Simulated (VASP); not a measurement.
The system is Ge.

```
CELL_PARAMETERS angstrom
0.00000 2.82891 2.82891
2.82891 0.00000 2.82891
2.82891 2.82891 0.00000
ATOMIC_POSITIONS crystal
Ge 0.00000 0.00000 0.00000
Ge 0.25000 0.25000 0.25000
```

Base run:

- Program: VASP 6.6.1
- Functional: PBE
- Potentials or basis: VASP PAW PBE potentials, release 64 (Ge_d)
- Cutoff: 500 eV
- k mesh: 5 × 5 × 5
- Occupations: gaussian, width 0.01 eV
- Spin: no spin polarisation

Its results: band gap on the k mesh 0.04 eV, direct; pressure 3.3 GPa.

Question: The run is repeated on the same cell with these changes: k mesh from 5 × 5 × 5 to 3 × 3 × 3. What comes out?

Answer: Band gap on the k mesh 0.05 eV, direct; pressure 4.3 GPa.

Caveats: some runs use coarse meshes.

A k mesh can miss the band edges.
